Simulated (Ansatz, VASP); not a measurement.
Re: VASP beside Ansatz

```xyz
1
Lattice="0.0000 1.9586 1.9586 1.9586 0.0000 1.9586 1.9586 1.9586 0.0000" Properties=species:S:1:pos:R:3 pbc="T T T"
Re    0.0000    0.0000    0.0000
```

Alike in both runs: functional PBE; k mesh 18 × 18 × 18; occupations fermi-dirac, width 0.05 eV; non-collinear spin, spin-orbit coupling.

Ansatz relaxed the structure, and its values are those at the end. VASP's run is a single point on that final structure, the one shown.

|  | VASP | Ansatz |
| --- | --- | --- |
| version | VASP 6.6.1 | Ansatz 0.2.0 |
| potentials or method | VASP PAW PBE potentials, release 64 (Re) | PAW with Ansatz's default frozen-core files, fully relativistic files with spin-orbit coupling |
| plane-wave cutoff (eV) | 520 | 420 |
| valence electrons in the cell | 7 | 15 |

```csv
,VASP,Ansatz,Ansatz less VASP
pressure (GPa),-0.4,0.0,+0.40
net moment per atom (μB),0.00,0.00,0.000
```

The functional is the same, so the differences come from potentials, cutoffs and numerics. VASP's potentials hold 7 valence electrons a cell and Ansatz's 15, so a difference there can come from the potentials and not from the codes.
